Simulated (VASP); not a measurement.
A run of VASP 6.6.1 is set up as follows.

Contents of INCAR:

```
PREC = Accurate
ENCUT = 600
EDIFF = 1E-6
ISMEAR = 0
SIGMA = 0.01
LREAL = False
LASPH = True
NELM = 60
ALGO = Normal
ISIF = 3
LWAVE = False
LCHARG = False
GGA = CA
IBRION = 2
NSW = 80
EDIFFG = -0.05
PSTRESS = 200.0
```

File KPOINTS:

```
regular mesh
0
Gamma
  4 4 6
```

Contents of POSCAR:

```
SnO2
1.0
    4.7880040000      0.0000000000      0.0000000000
    0.0000000000      4.8665820000      0.0000000000
    0.0000000000      0.0000000000      3.2408980000
Sn O
2 4
Direct
    0.5000000000      0.5000000000      0.5000000000
    0.0000000000      0.0000000000      0.0000000000
    0.2918550000      0.3210420000      0.0000000000
    0.7918550000      0.1789580000      0.5000000000
    0.2081450000      0.8210420000      0.5000000000
    0.7081450000      0.6789580000      0.0000000000
```

Potentials or basis: VASP PAW LDA potentials, release 64 (Sn_d, O).

Command:

```bash
$ cat potpaw_LDA.64/Sn_d/POTCAR potpaw_LDA.64/O/POTCAR > POTCAR
$ mpirun -np 1 vasp_std > vasp.out
```

What does it give for the space group after relaxing (to 0.1 Å)?

Pnnm (No. 58).

Estimate the relaxed cell.

a = 4.528 Å, b = 4.610 Å, c = 3.147 Å, α = 90.00°, β = 90.00°, γ = 90.00°.

Stress tensor (GPa, compression positive):
```
20.10  0.00  0.00
 0.00 20.24  0.00
 0.00  0.00 19.98
```

Caveat: the cell is relaxed towards a set pressure, so the run minimises the enthalpy, not the energy.
